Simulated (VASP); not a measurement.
# TiSiTe4 (Cmmm) in VASP: a series of runs

The runs below take TiSiTe4 through single point, with PBE.

Everything below comes from runs of VASP 6.6.1. Logs are shortened: lines on timing, memory, paths and dates and some standing lists are left out, and cuts for length are marked.

## Step 1: The cell of the first run

It takes space group Cmmm (No. 65, orthorhombic). The conventional cell has a = 6.137 Å, b = 7.312 Å, c = 6.143 Å, α = 90.00°, β = 90.00°, γ = 90.00°. Ti (site symmetry mmm) has 10 Te at 2.90 to 3.16 Å within 3.8 Å. Within 3.8 Å of Si (site symmetry mmm) lie 10 Te at 2.89 to 3.16 Å. Te (site symmetry m2m) has 1 Te at 1.52 Å within 2.0 Å. Within 2.0 Å of Te (site symmetry m2m) lie 1 Te at 1.52 Å.

## Step 2: Single point, PBE

Contents of INCAR:

```
SYSTEM = TiSiTe4
PREC = Accurate
ENCUT = 520
EDIFF = 1E-6
ISMEAR = 0
SIGMA = 0.1
LREAL = .False.
LASPH = .True.
NELM = 60
ALGO = Normal
ISIF = 2
LWAVE = .False.
LCHARG = .False.
GGA = PE
NBANDS = 29
```

Contents of KPOINTS:

```
Automatic mesh
0
Gamma
  4 4 4
  0 0 0
```

Contents of POSCAR:

```
TiSiTe4
1.0
    3.0685146600     -3.6557699400      0.0000000000
    3.0685146600      3.6557699400      0.0000000000
    0.0000000000      0.0000000000      6.1430181100
Ti Si Te
1 1 4
Direct
    0.0000000000      0.0000000000      0.0000000000
    0.5000000000      0.5000000000      0.5000000000
    0.6040390100      0.3959609900      0.0000000000
    0.1042140100      0.8957859900      0.5000000000
    0.8957859900      0.1042140100      0.5000000000
    0.3959609900      0.6040390100      0.0000000000
```

Potentials or basis: VASP PAW PBE potentials, release 64 (Ti_sv, Si, Te).

On the command line:

```sh
> cat potpaw_PBE.64/Ti_sv/POTCAR potpaw_PBE.64/Si/POTCAR potpaw_PBE.64/Te/POTCAR > POTCAR
> mpirun -np 1 vasp_std > vasp.out
```

OUTCAR:

```text
SYSTEM = TiSiTe4
   PREC = Accurate
   ENCUT = 520
   EDIFF = 1E-6
   ISMEAR = 0
   LREAL = .False.
   LASPH = .True.
   NELM = 60
   ISIF = 2
   GGA = PE

 ion  position               nearest neighbor table
   1  0.000  0.000  0.000-   3 2.90   6 2.90   3 3.16   6 3.16   3 3.16   6 3.16   4 3.16   5 3.16
                             5 3.16   4 3.16
   2  0.500  0.500  0.500-   4 2.89   5 2.89   4 3.16   5 3.16   4 3.16   5 3.16   3 3.16   6 3.16
                             3 3.16   6 3.16
   3  0.604  0.396  0.000-   6 1.52   1 2.90   1 3.16   1 3.16   2 3.16   2 3.16
   4  0.104  0.896  0.500-   5 1.52   2 2.89   2 3.16   2 3.16   1 3.16   1 3.16
   5  0.896  0.104  0.500-   4 1.52   2 2.89   2 3.16   2 3.16   1 3.16   1 3.16
   6  0.396  0.604  0.000-   3 1.52   1 2.90   1 3.16   1 3.16   2 3.16   2 3.16

 -----------------------------------------------------------------------------
|                                                                             |
|           W    W    AA    RRRRR   N    N  II  N    N   GGGG   !!!           |
|           W    W   A  A   R    R  NN   N  II  NN   N  G    G  !!!           |
|           W    W  A    A  R    R  N N  N  II  N N  N  G       !!!           |
|           W WW W  AAAAAA  RRRRR   N  N N  II  N  N N  G  GGG   !            |
|           WW  WW  A    A  R   R   N   NN  II  N   NN  G    G                |
|           W    W  A    A  R    R  N    N  II  N    N   GGGG   !!!           |
|                                                                             |
|     The distance between some ions is very small. Please check the          |
|     nearest-neighbor list in the OUTCAR file.                               |
|     I HOPE YOU KNOW WHAT YOU ARE DOING!                                     |
|                                                                             |
 -----------------------------------------------------------------------------

  LATTYP: Found a base centered orthorhombic cell.
 ALAT       =     6.1370293200
 B/A-ratio  =     1.1913809595
 C/A-ratio  =     1.0009758451

  Lattice vectors:

 A1 = (   3.0685146600,  -3.6557699400,   0.0000000000)
 A2 = (   3.0685146600,   3.6557699400,   0.0000000000)
 A3 = (   0.0000000000,   0.0000000000,   6.1430181100)

Analysis of symmetry for initial positions (statically):
=====================================================================
 Subroutine PRICEL returns:
 Original cell was already a primitive cell.

 Routine SETGRP: Setting up the symmetry group for a
 base centered orthorhombic supercell.

 Subroutine GETGRP returns: Found  8 space group operations
 (whereof  8 operations were pure point group operations)
 out of a pool of  8 trial point group operations.

The static configuration has the point symmetry D_2h.

Analysis of symmetry for dynamics (positions and initial velocities):
=====================================================================
 Subroutine PRICEL returns:
 Original cell was already a primitive cell.

 Routine SETGRP: Setting up the symmetry group for a
 base centered orthorhombic supercell.

 Subroutine GETGRP returns: Found  8 space group operations
 (whereof  8 operations were pure point group operations)
 out of a pool of  8 trial point group operations.

The dynamic configuration has the point symmetry D_2h.

 Subroutine INISYM returns: Found  8 space group operations
 (whereof  8 operations are pure point group operations),
 and found     1 'primitive' translations

----------------------------------------------------------------------------------------

                                     Primitive cell

  volume of cell :     137.8221

  direct lattice vectors                    reciprocal lattice vectors
     3.068514660 -3.655769940  0.000000000     0.162945286 -0.136770094  0.000000000
     3.068514660  3.655769940  0.000000000     0.162945286  0.136770094  0.000000000
     0.000000000  0.000000000  6.143018110     0.000000000  0.000000000  0.162786432

  length of vectors
     4.772885508  4.772885508  6.143018110     0.212737456  0.212737456  0.162786432

  position of ions in fractional coordinates (direct lattice)
     0.000000000  0.000000000  0.000000000
     0.500000000  0.500000000  0.500000000
     0.604039010  0.395960990  0.000000000
     0.104214010  0.895785990  0.500000000
     0.895785990  0.104214010  0.500000000
     0.395960990  0.604039010  0.000000000

  ion indices of the primitive-cell ions
   primitive index   ion index
                 1           1
                 2           2
                 3           3
                 4           4
                 5           5
                 6           6

----------------------------------------------------------------------------------------

 KPOINTS: Automatic mesh

Automatic generation of k-mesh.
 Grid dimensions read from file:
 generate k-points for:    4    4    4

 Generating k-lattice:

  Cartesian coordinates                     Fractional coordinates (reciprocal lattice)
     0.040736322 -0.034192524  0.000000000     0.250000000  0.000000000  0.000000000
     0.040736322  0.034192524  0.000000000     0.000000000  0.250000000  0.000000000
     0.000000000  0.000000000  0.040696608     0.000000000  0.000000000  0.250000000

  Length of vectors
     0.053184364  0.053184364  0.040696608

  Shift w.r.t. Gamma in fractional coordinates (k-lattice)
     0.000000000  0.000000000  0.000000000

 Subroutine IBZKPT returns following result:
 ===========================================

 Found     21 irreducible k-points:

 Following reciprocal coordinates:
            Coordinates               Weight
  0.000000  0.000000  0.000000      1.000000
  0.250000  0.000000  0.000000      4.000000
  0.500000  0.000000  0.000000      2.000000
  0.250000  0.250000  0.000000      2.000000
  0.500000  0.250000  0.000000      4.000000
 -0.250000  0.250000  0.000000      2.000000
[... 13 lines left out ...]
 -0.250000  0.250000  0.500000      2.000000
  0.500000  0.500000  0.500000      1.000000
   k-points           NKPTS =     21   k-points in BZ     NKDIM =     21   number of bands    NBANDS=     29
   number of dos      NEDOS =    301   number of ions     NIONS =      6
   total plane-waves  NPLWV =  62208
   dimension x,y,z NGX =    36 NGY =   36 NGZ =   48
   dimension x,y,z NGXF=    72 NGYF=   72 NGZF=   96
   ions per type =               1   1   4
   NGX,Y,Z   is equivalent  to a cutoff of  12.54, 12.54, 12.99 a.u.
   NGXF,Y,Z  is equivalent  to a cutoff of  25.08, 25.08, 25.98 a.u.
 SYSTEM =  TiSiTe4
   PREC   = accura    normal or accurate (medium, high low for compatibility)
   ISTART =      0    job   : 0-new  1-cont  2-samecut
   ICHARG =      2    charge: 1-file 2-atom 10-const
   ISPIN  =      1    spin polarized calculation?
   LNONCOLLINEAR =      F non collinear calculations
   LSORBIT =      F    spin-orbit coupling
   LASPH  =      T    aspherical Exc in radial PAW
   ENCUT  =  520.0 eV  38.22 Ry    6.18 a.u.   8.87  8.87 11.42*2*pi/ulx,y,z
   NELM   =     60;   NELMIN=  2; NELMDL= -5     # of ELM steps
   EDIFF  = 0.1E-05   stopping-criterion for ELM
   LREAL  =      F    real-space projection
   EDIFFG = 0.1E-04   stopping-criterion for IOM
   NSW    =      0    number of steps for IOM
   IBRION =     -1    ionic relax: 0-MD 1-quasi-New 2-CG
   NFREE  =      0    steps in history (QN), initial steepest desc. (CG)
   ISIF   =      2    stress and relaxation
   ISYM   =      2    0-nonsym 1-usesym 2-fastsym
   POTIM  = 0.5000    time-step for ionic-motion
   TEBEG  =    0.0;   TEEND  =   0.0 temperature during run
   PSTRESS=    0.0 pullay stress
   NELECT =      40.0000    total number of electrons
   NUPDOWN=      -1.0000    fix difference up-down
   EMIN   =  10.00;   EMAX   =-10.00  energy-range for DOS
   EFERMI =   0.00;   METHOD = LEGACY
   ISMEAR =     0;   SIGMA  =   0.10  broadening in eV -4-tet -1-fermi 0-gaus
   EFERMI_NEDOS =   21; number of points for ismear=-14 and -15
   IALGO  =     38    algorithm
   IMIX   =      4    mixing-type and parameters
     AMIX     =   0.40;   BMIX     =  1.00
     AMIX_MAG =   1.60;   BMIX_MAG =  1.00
  volume/ion in A,a.u.               =      22.97       155.01
  Fermi-wavevector in a.u.,A,eV,Ry     =   1.083898  2.048271 15.984608  1.174836
  Thomas-Fermi vector in A             =   2.219975
   LORBIT       =      0    0 simple, 1 ext, 2 COOP (PROOUT), +10 PAW based schemes
   GGA     = PE    functional components
   LHFCALC =     F    Hartree Fock is set to
   AEXX    =    0.0000 exact exchange contribution
   IVDW    =     0    specifies the selected vdW correction
   LEPSILON=     F    determine dielectric tensor
   LRPA    =     F    only Hartree local field effects (RPA)
 non-spin polarized calculation
 Gauss-broadening in eV      SIGMA  =   0.10
  energy-cutoff  :      520.00
  volume of cell :      137.82
 maximum number of plane-waves:      3738
   NGX = 17   NGY = 17   NGZ = 23

 number of electron      40.0000003 magnetization

 Free energy of the ion-electron system (eV)
  ---------------------------------------------------
  ext. energy  EPLUGINS =         0.00000000
  ---------------------------------------------------
  free energy    TOTEN  =        67.65642168 eV

  energy without entropy =       67.70126937  energy(sigma->0) =       67.67884552

 E-fermi :   9.8039     XC(G=0): -10.2864

 val. band max:        9.8029699254   @ k =   0.2500   0.0000   0.2500
 cond. band min:       9.8133492443   @ k =   0.0000   0.0000   0.5000
 fundamental gap:      0.0103793189
 Fermi energy:         9.8038888557

 k-point     1 :       0.0000    0.0000    0.0000
  band No.  band energies     occupation
      1     -47.4799      2.00000
      2     -23.8912      2.00000
      3     -23.7567      2.00000
      4     -23.7560      2.00000
      5      -8.7786      2.00000
      6      -8.2562      2.00000
[... 21 lines left out ...]
     28      13.1199      0.00000
     29      13.3878      0.00000
[... 609 lines left out ...]
 k-point    21 :       0.5000    0.5000    0.5000
  band No.  band energies     occupation
      1     -47.4798      2.00000
      2     -23.8939      2.00000
      3     -23.7576      2.00000
      4     -23.7569      2.00000
      5      -8.3203      2.00000
      6      -8.2540      2.00000
[... 21 lines left out ...]
     28      12.2790      0.00000
     29      12.6247      0.00000

------------------------ aborting loop because EDIFF is reached ----------------------------------------

  FORCE on cell =-STRESS in cart. coord.  units (eV):
  Direction    XX          YY          ZZ          XY          YZ          ZX
  --------------------------------------------------------------------------------------
  -------------------------------------------------------------------------------------
  Total        0.8921573    465.8497154      3.5305766      0.0000000      0.0000000      0.0000000
  in kB       10.3712992   5415.4875977     41.0428369      0.0000000      0.0000000      0.0000000
  external PRESSURE =    1822.3005779 kB  Pullay stress =       0.0000000 kB

 VOLUME and BASIS-vectors are now :
 -----------------------------------------------------------------------------
  energy-cutoff  :      520.00
  volume of cell :      137.82
      direct lattice vectors                 reciprocal lattice vectors
     3.068514660 -3.655769940  0.000000000     0.162945286 -0.136770094  0.000000000
     3.068514660  3.655769940  0.000000000     0.162945286  0.136770094  0.000000000
     0.000000000  0.000000000  6.143018110     0.000000000  0.000000000  0.162786432

 POSITION                                       TOTAL-FORCE (eV/Angst)
 -----------------------------------------------------------------------------------
      0.00000      0.00000      0.00000         0.000000      0.000000     -0.000000
      3.06851      0.00000      3.07151         0.000000      0.000000     -0.000000
      3.06851     -0.76069      0.00000         0.000000   -154.404995     -0.000000
      3.06851      2.89381      3.07151         0.000000   -153.440707     -0.000000
      3.06851     -2.89381      3.07151         0.000000    153.440707      0.000000
      3.06851      0.76069      0.00000         0.000000    154.404995     -0.000000
 -----------------------------------------------------------------------------------
    total drift:                               -0.000000     -0.000000      0.000000

  FREE ENERGIE OF THE ION-ELECTRON SYSTEM (eV)
  ---------------------------------------------------
  free  energy   TOTEN  =        67.6564216825 eV

  energy  without entropy=       67.7012693664  energy(sigma->0) =       67.67884552
```

Run time: 3.1 min. Hardware: 1 thread of AMD EPYC 7R43 (Zen 3), shared host; peak memory 0.24 GiB.

Results:

```
Free energy            : 67.6564 eV
Pressure               : 182.2 GPa
Largest force          : 154.405 eV/Å
Band gap on the k mesh : zero (band 20 reaches 10.10 eV, above the bottom of band 21 at 9.41 eV)
```

Forces in eV/Å, atoms in the order of the input:
```
Ti     0.000    0.000    0.000
Si     0.000    0.000    0.000
Te     0.000 -154.405    0.000
Te     0.000 -153.441    0.000
Te     0.000  153.441    0.000
Te     0.000  154.405    0.000
```

Stress tensor (GPa, compression positive):
```
  1.04   0.00   0.00
  0.00 541.55   0.00
  0.00   0.00   4.10
```

Caveat: spin-orbit coupling is left out, which moves the levels of the heavy elements; forces of over 1 eV/Å act on the atoms, so gaps and moduli don't describe the material at rest.

[end of part 1 of 2]
